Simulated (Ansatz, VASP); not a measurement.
This is a calculation of TiSi2 for Ansatz 0.2.0.

input.yaml

```yaml
crystal:
  lattice:
    - [-1.472872, 1.71213, 4.212083]
    - [1.472872, -1.71213, 4.212083]
    - [1.472872, 1.71213, -4.212083]
  atoms:
    - { symbol: Ti, position: [0.0, 0.0, 0.0] }
    - { symbol: Si, position: [0.670078, 0.670078, 0.0] }
    - { symbol: Si, position: [0.329922, 0.329922, 0.0] }
hamiltonian:
  xc: { exchange: pbe, correlation: pbe, exx: { coeff: 0.25, omega: 0.3 } }
  pseudopotentials: { kind: paw }
kpoints:
  mp_grid: { grid: [6, 6, 6] }
scf:
  occupations: { method: fermi_dirac, width: 0.05 }
output:
  forces: true
  stress: true
  eigenvalues: true
```

Potentials or basis: Ansatz PAW.

Launch:

```sh
$ ansatz run input.yaml --threads 2 --pin off --max-ram 5632MiB --backend cpu --events-out ev --progress --plain --runs-dir out
```

Question: Translate it to VASP 6.6.1. Potentials there: VASP PAW PBE potentials, release 64 (Ti_sv, Si).

Answer: As run (the cutoff follows the program's own potentials):

POSCAR

```
TiSi2
1.0
   -1.4728720000      1.7121300000      4.2120830000
    1.4728720000     -1.7121300000      4.2120830000
    1.4728720000      1.7121300000     -4.2120830000
Ti Si
1 2
Direct
    0.0000000000      0.0000000000      0.0000000000
    0.6700780000      0.6700780000      0.0000000000
    0.3299220000      0.3299220000      0.0000000000
```

Contents of INCAR.step1:

```
SYSTEM = TiSi2
PREC = Accurate
ENCUT = 520
EDIFF = 1E-5
ISMEAR = -1
SIGMA = 0.05
LREAL = .False.
LASPH = .True.
NELM = 80
ALGO = Normal
ISIF = 2
LWAVE = .True.
LCHARG = .False.
GGA = PE
NBANDS = 17
LUSENCCL = .False.
```

The input INCAR.step2:

```
SYSTEM = TiSi2
PREC = Accurate
ENCUT = 520
EDIFF = 1E-7
ISMEAR = -1
SIGMA = 0.05
LREAL = .False.
LASPH = .True.
NELM = 80
ALGO = Normal
ISIF = 2
LWAVE = .False.
LCHARG = .False.
GGA = PE
LHFCALC = .True.
AEXX = 0.25
HFSCREEN = 0.3
PRECFOCK = Normal
ISTART = 1
NBANDS = 17
LUSENCCL = .False.
```

File KPOINTS:

```
regular mesh
0
Gamma
  6 6 6
  0 0 0
```

Potentials or basis: VASP PAW PBE potentials, release 64 (Ti_sv, Si).

The run is started by

```console
$ cat potpaw_PBE.64/Ti_sv/POTCAR potpaw_PBE.64/Si/POTCAR > POTCAR
$ cp INCAR.step1 INCAR
$ mpirun -np 1 vasp_std > vasp.out
$ cp INCAR.step2 INCAR
$ mpirun -np 1 vasp_std > vasp.out
```

Both were run:

|  | VASP | Ansatz | Ansatz less VASP |
| --- | --- | --- | --- |
| gap on the k mesh at the Fermi level (eV) | none | none | - |
| pressure (GPa) | -2.7 | -2.5 | +0.27 |
| traceless stress, the component that is largest in VASP (GPa) | 2.49 | 2.45 | -0.037 |
| rms of the force components (eV/Å) | 0.084 | 0.083 | -0.0003 |

VASP's potentials were made for PBE, not for PBE-based screened hybrid. Atom by atom the forces differ by 0.000 eV/Å (rms over components). A gap of «none» marks a metal or a gap that the smearing closes. With one functional, cell and mesh, what is left measures potentials, basis and numerics.

The k mesh is coarse, so the values compare programs but aren't converged.
